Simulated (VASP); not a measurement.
# Ge4I (P4/mmm) in VASP: single point with PBE

Aim: the single point of Ge4I with PBE.

All numbers are computed with VASP 6.6.1; they aren't measurements. Logs are shortened: lines on timing, memory, paths and dates and some standing lists are left out, and cuts for length are marked.

## (1) The cell of the first run

Symmetry: P4/mmm, No. 123, tetragonal system. Conventional cell: a = 4.804 Å, b = 4.804 Å, c = 5.216 Å, α = 90.00°, β = 90.00°, γ = 90.00°. Ge (site symmetry m2m) has 3 Ge at 1.88 to 2.07 Å within 2.5 Å. Within 3.9 Å of I (site symmetry 4/mmm) lie 8 Ge at 2.99 Å.

## (2) Single point, PBE

INCAR reads:

```
SYSTEM = Ge4I
ALGO     = Normal         ! electronic algorithm
EDIFF    = 1E-6           ! SCF threshold, eV
ENCUT    = 520            ! plane-wave cutoff, eV
GGA      = PE             ! functional
ISIF     = 2              ! what is computed and relaxed
ISMEAR   = 0              ! smearing method
LASPH    = .TRUE.         ! aspherical terms in the spheres
LCHARG   = .FALSE.        ! write CHGCAR
LREAL    = .FALSE.        ! projectors in reciprocal space
LWAVE    = .FALSE.        ! write WAVECAR
NBANDS   = 40             ! bands
NELM     = 100            ! most SCF steps
PREC     = Accurate       ! precision mode
SIGMA    = 0.1            ! smearing width, eV
```

KPOINTS reads:

```
k-points
0
G
  4 4 4
  0 0 0
```

POSCAR reads:

```
Ge4I
1.0
    4.8040647000      0.0000000000      0.0000000000
    0.0000000000      4.8040647000      0.0000000000
    0.0000000000      0.0000000000      5.2162973600
Ge I
4 1
Direct
    0.1959823700      0.5000000000      0.0000000000
    0.8040176300      0.5000000000      0.0000000000
    0.5000000000      0.8040176300      0.0000000000
    0.5000000000      0.1959823700      0.0000000000
    0.5000000000      0.5000000000      0.5000000000
```

Potentials or basis: VASP PAW PBE potentials, release 64 (Ge_d, I).

Started as:

```
$ cat potpaw_PBE.64/Ge_d/POTCAR potpaw_PBE.64/I/POTCAR > POTCAR
$ mpirun -np 1 vasp_std > vasp.out
```

OUTCAR:

```text
SYSTEM = Ge4I
   EDIFF = 1E-6
   ENCUT = 520
   GGA = PE
   ISIF = 2
   ISMEAR = 0
   LASPH = .TRUE.
   LREAL = .FALSE.
   NELM = 100
   PREC = Accurate

 ion  position               nearest neighbor table
   1  0.196  0.500  0.000-   2 1.88   3 2.07   4 2.07   5 2.99   5 2.99
   2  0.804  0.500  0.000-   1 1.88   3 2.07   4 2.07   5 2.99   5 2.99
   3  0.500  0.804  0.000-   4 1.88   2 2.07   1 2.07   5 2.99   5 2.99
   4  0.500  0.196  0.000-   3 1.88   2 2.07   1 2.07   5 2.99   5 2.99
   5  0.500  0.500  0.500-   1 2.99   2 2.99   3 2.99   4 2.99   1 2.99   2 2.99   3 2.99   4 2.99

  LATTYP: Found a simple tetragonal cell.
 ALAT       =     4.8040647000
 C/A-ratio  =     1.0858091399

  Lattice vectors:

 A1 = (   4.8040647000,   0.0000000000,   0.0000000000)
 A2 = (   0.0000000000,   4.8040647000,   0.0000000000)
 A3 = (   0.0000000000,   0.0000000000,   5.2162973600)

Analysis of symmetry for initial positions (statically):
=====================================================================
 Subroutine PRICEL returns:
 Original cell was already a primitive cell.

 Routine SETGRP: Setting up the symmetry group for a
 simple tetragonal supercell.

 Subroutine GETGRP returns: Found 16 space group operations
 (whereof 16 operations were pure point group operations)
 out of a pool of 16 trial point group operations.

The static configuration has the point symmetry D_4h.

Analysis of symmetry for dynamics (positions and initial velocities):
=====================================================================
 Subroutine PRICEL returns:
 Original cell was already a primitive cell.

 Routine SETGRP: Setting up the symmetry group for a
 simple tetragonal supercell.

 Subroutine GETGRP returns: Found 16 space group operations
 (whereof 16 operations were pure point group operations)
 out of a pool of 16 trial point group operations.

The dynamic configuration has the point symmetry D_4h.

 Subroutine INISYM returns: Found 16 space group operations
 (whereof 16 operations are pure point group operations),
 and found     1 'primitive' translations

----------------------------------------------------------------------------------------

                                     Primitive cell

  volume of cell :     120.3871

  direct lattice vectors                    reciprocal lattice vectors
     4.804064700  0.000000000  0.000000000     0.208157063  0.000000000  0.000000000
     0.000000000  4.804064700  0.000000000     0.000000000  0.208157063  0.000000000
     0.000000000  0.000000000  5.216297360     0.000000000  0.000000000  0.191706862

  length of vectors
     4.804064700  4.804064700  5.216297360     0.208157063  0.208157063  0.191706862

  position of ions in fractional coordinates (direct lattice)
     0.195982370  0.500000000  0.000000000
     0.804017630  0.500000000  0.000000000
     0.500000000  0.804017630  0.000000000
     0.500000000  0.195982370  0.000000000
     0.500000000  0.500000000  0.500000000

  ion indices of the primitive-cell ions
   primitive index   ion index
                 1           1
                 2           2
                 3           3
                 4           4
                 5           5

----------------------------------------------------------------------------------------

 KPOINTS: k-points

Automatic generation of k-mesh.
 Grid dimensions read from file:
 generate k-points for:    4    4    4

 Generating k-lattice:

  Cartesian coordinates                     Fractional coordinates (reciprocal lattice)
     0.052039266  0.000000000  0.000000000     0.250000000  0.000000000  0.000000000
     0.000000000  0.052039266  0.000000000     0.000000000  0.250000000  0.000000000
     0.000000000  0.000000000  0.047926716     0.000000000  0.000000000  0.250000000

  Length of vectors
     0.052039266  0.052039266  0.047926716

  Shift w.r.t. Gamma in fractional coordinates (k-lattice)
     0.000000000  0.000000000  0.000000000

 Subroutine IBZKPT returns following result:
 ===========================================

 Found     18 irreducible k-points:

 Following reciprocal coordinates:
            Coordinates               Weight
  0.000000  0.000000  0.000000      1.000000
  0.250000  0.000000  0.000000      4.000000
  0.500000  0.000000  0.000000      2.000000
  0.250000  0.250000  0.000000      4.000000
  0.500000  0.250000  0.000000      4.000000
  0.500000  0.500000  0.000000      1.000000
[... 10 lines left out ...]
  0.500000  0.250000  0.500000      4.000000
  0.500000  0.500000  0.500000      1.000000
   k-points           NKPTS =     18   k-points in BZ     NKDIM =     18   number of bands    NBANDS=     40
   number of dos      NEDOS =    301   number of ions     NIONS =      5
   total plane-waves  NPLWV =  51840
   dimension x,y,z NGX =    36 NGY =   36 NGZ =   40
   dimension x,y,z NGXF=    72 NGYF=   72 NGZF=   80
   ions per type =               4   1
   NGX,Y,Z   is equivalent  to a cutoff of  12.46, 12.46, 12.75 a.u.
   NGXF,Y,Z  is equivalent  to a cutoff of  24.92, 24.92, 25.50 a.u.
 SYSTEM =  Ge4I
   PREC   = accura    normal or accurate (medium, high low for compatibility)
   ISTART =      0    job   : 0-new  1-cont  2-samecut
   ICHARG =      2    charge: 1-file 2-atom 10-const
   ISPIN  =      1    spin polarized calculation?
   LNONCOLLINEAR =      F non collinear calculations
   LSORBIT =      F    spin-orbit coupling
   LASPH  =      T    aspherical Exc in radial PAW
   ENCUT  =  520.0 eV  38.22 Ry    6.18 a.u.   8.93  8.93  9.70*2*pi/ulx,y,z
   NELM   =    100;   NELMIN=  2; NELMDL= -5     # of ELM steps
   EDIFF  = 0.1E-05   stopping-criterion for ELM
   LREAL  =      F    real-space projection
   EDIFFG = 0.1E-04   stopping-criterion for IOM
   NSW    =      0    number of steps for IOM
   IBRION =     -1    ionic relax: 0-MD 1-quasi-New 2-CG
   NFREE  =      0    steps in history (QN), initial steepest desc. (CG)
   ISIF   =      2    stress and relaxation
   ISYM   =      2    0-nonsym 1-usesym 2-fastsym
   POTIM  = 0.5000    time-step for ionic-motion
   TEBEG  =    0.0;   TEEND  =   0.0 temperature during run
   PSTRESS=    0.0 pullay stress
   NELECT =      63.0000    total number of electrons
   NUPDOWN=      -1.0000    fix difference up-down
   EMIN   =  10.00;   EMAX   =-10.00  energy-range for DOS
   EFERMI =   0.00;   METHOD = LEGACY
   ISMEAR =     0;   SIGMA  =   0.10  broadening in eV -4-tet -1-fermi 0-gaus
   EFERMI_NEDOS =   21; number of points for ismear=-14 and -15
   IALGO  =     38    algorithm
   IMIX   =      4    mixing-type and parameters
     AMIX     =   0.40;   BMIX     =  1.00
     AMIX_MAG =   1.60;   BMIX_MAG =  1.00
  volume/ion in A,a.u.               =      24.08       162.48
  Fermi-wavevector in a.u.,A,eV,Ry     =   1.319254  2.493028 23.679994  1.740430
  Thomas-Fermi vector in A             =   2.449165
   LORBIT       =      0    0 simple, 1 ext, 2 COOP (PROOUT), +10 PAW based schemes
   GGA     = PE    functional components
   LHFCALC =     F    Hartree Fock is set to
   AEXX    =    0.0000 exact exchange contribution
   IVDW    =     0    specifies the selected vdW correction
   LEPSILON=     F    determine dielectric tensor
   LRPA    =     F    only Hartree local field effects (RPA)
 non-spin polarized calculation
 Gauss-broadening in eV      SIGMA  =   0.10
  energy-cutoff  :      520.00
  volume of cell :      120.39
 maximum number of plane-waves:      3264
 NGX is ok and might be reduce to    36
   NGX = 17   NGY = 17   NGZ = 19

 number of electron      63.0000004 magnetization

 Free energy of the ion-electron system (eV)
  ---------------------------------------------------
  ext. energy  EPLUGINS =         0.00000000
  ---------------------------------------------------
  free energy    TOTEN  =        -7.62861431 eV

  energy without entropy =       -7.60793838  energy(sigma->0) =       -7.61827634

 E-fermi :   5.5114     XC(G=0):  -9.2535

 val. band max:        5.4737887839   @ k =   0.5000   0.2500   0.2500
 cond. band min:       5.6366776010   @ k =   0.0000   0.0000   0.2500
 fundamental gap:      0.1628888171
 Fermi energy:         5.5114028620

 k-point     1 :       0.0000    0.0000    0.0000
  band No.  band energies     occupation
      1     -21.1477      2.00000
      2     -20.4932      2.00000
      3     -20.4525      2.00000
      4     -20.4525      2.00000
      5     -20.4253      2.00000
      6     -20.2430      2.00000
[... 32 lines left out ...]
     39      11.0729      0.00000
     40      13.4426      0.00000

 k-point     2 :       0.2500    0.0000    0.0000
  band No.  band energies     occupation
      1     -21.0639      2.00000
      2     -20.6329      2.00000
      3     -20.5568      2.00000
      4     -20.3872      2.00000
      5     -20.3831      2.00000
      6     -20.1273      2.00000
[... 32 lines left out ...]
     39      12.4084      0.00000
     40      12.8145      0.00000

 k-point     3 :       0.5000    0.0000    0.0000
  band No.  band energies     occupation
      1     -20.8994      2.00000
      2     -20.8096      2.00000
      3     -20.6177      2.00000
      4     -20.3664      2.00000
      5     -20.2908      2.00000
      6     -20.2480      2.00000
[... 32 lines left out ...]
     39      12.7774      0.00000
     40      12.8344      0.00000

 k-point     4 :       0.2500    0.2500    0.0000
  band No.  band energies     occupation
      1     -20.9886      2.00000
      2     -20.6854      2.00000
      3     -20.6619      2.00000
      4     -20.3464      2.00000
      5     -20.2511      2.00000
      6     -20.1640      2.00000
[... 32 lines left out ...]
     39      11.7815      0.00000
     40      11.7825      0.00000
[... 514 lines left out ...]
     39      12.1977      0.00000
     40      12.2500      0.00000

 k-point    17 :       0.5000    0.2500    0.5000
  band No.  band energies     occupation
      1     -20.8352      2.00000
      2     -20.8160      2.00000
      3     -20.7150      2.00000
      4     -20.2676      2.00000
      5     -20.2446      2.00000
      6     -20.1914      2.00000
[... 32 lines left out ...]
     39      12.1656      0.00000
     40      12.4073      0.00000

 k-point    18 :       0.5000    0.5000    0.5000
  band No.  band energies     occupation
      1     -20.8312      2.00000
      2     -20.7614      2.00000
      3     -20.7614      2.00000
      4     -20.2408      2.00000
      5     -20.2408      2.00000
      6     -20.0305      2.00000
[... 32 lines left out ...]
     39      12.1165      0.00000
     40      12.2239      0.00000

------------------------ aborting loop because EDIFF is reached ----------------------------------------

  FORCE on cell =-STRESS in cart. coord.  units (eV):
  Direction    XX          YY          ZZ          XY          YZ          ZX
  --------------------------------------------------------------------------------------
  -------------------------------------------------------------------------------------
  Total       53.0442478     53.0442478     17.0854010      0.0000000     -0.0000000      0.0000000
  in kB      705.9417078    705.9417078    227.3818114      0.0000000     -0.0000000      0.0000000
  external PRESSURE =     546.4217423 kB  Pullay stress =       0.0000000 kB

 VOLUME and BASIS-vectors are now :
 -----------------------------------------------------------------------------
  energy-cutoff  :      520.00
  volume of cell :      120.39
      direct lattice vectors                 reciprocal lattice vectors
     4.804064700  0.000000000  0.000000000     0.208157063  0.000000000  0.000000000
     0.000000000  4.804064700  0.000000000     0.000000000  0.208157063  0.000000000
     0.000000000  0.000000000  5.216297360     0.000000000  0.000000000  0.191706862

 POSITION                                       TOTAL-FORCE (eV/Angst)
 -----------------------------------------------------------------------------------
      0.94151      2.40203      0.00000         3.598028     -0.000000      0.000000
      3.86255      2.40203      0.00000        -3.598028     -0.000000      0.000000
      2.40203      3.86255      0.00000         0.000000     -3.598028      0.000000
      2.40203      0.94151      0.00000         0.000000      3.598028     -0.000000
      2.40203      2.40203      2.60815         0.000000     -0.000000      0.000000
 -----------------------------------------------------------------------------------
    total drift:                                0.000000      0.000000     -0.000000

  FREE ENERGIE OF THE ION-ELECTRON SYSTEM (eV)
  ---------------------------------------------------
  free  energy   TOTEN  =        -7.6286143089 eV

  energy  without entropy=       -7.6079383777  energy(sigma->0) =       -7.61827634
```

Wall time 1.9 min (1 thread of AMD EPYC 7R43 (Zen 3), shared host); peak memory 0.22 GiB.

What came out:

```yaml
Free_energy: -7.6286 eV
Pressure: 54.6 GPa
Largest_force: 3.598 eV/Å
```

Forces in eV/Å, atoms in the order of the input:
```
Ge   3.598  0.000  0.000
Ge  -3.598  0.000  0.000
Ge   0.000 -3.598  0.000
Ge   0.000  3.598  0.000
I    0.000  0.000  0.000
```

Levels at points of the mesh, in eV from the Fermi level:
```tsv
k point	band 27	band 28	band 29	band 30	band 31	band 32	band 33	band 34	band 35	band 36
(0.00, 0.00, 0.00)	-6.97	-2.31	-2.31	-1.54	0.54	0.85	1.02	1.02	2.26	2.26
(0.50, 0.00, 0.00)	-3.99	-3.65	-2.54	-2.53	-2.06	0.84	1.21	1.71	3.09	4.72
(0.50, 0.50, 0.00)	-3.44	-3.44	-2.38	-2.38	-1.23	-1.23	3.00	3.62	4.35	4.58
(0.00, 0.00, 0.50)	-3.76	-3.76	-3.47	-2.05	-1.50	-0.20	2.14	2.14	2.67	4.37
(0.50, 0.00, 0.50)	-3.94	-3.67	-2.93	-2.61	-2.10	0.89	1.82	2.12	3.29	4.55
(0.50, 0.50, 0.50)	-5.09	-2.11	-1.63	-1.63	-0.78	0.97	0.97	2.38	3.20	3.80
```

Caveat: spin-orbit coupling is left out, which moves the levels of the heavy elements; an odd number of electrons without spin polarisation forces a metal; a magnetic or distorted state may lie lower.
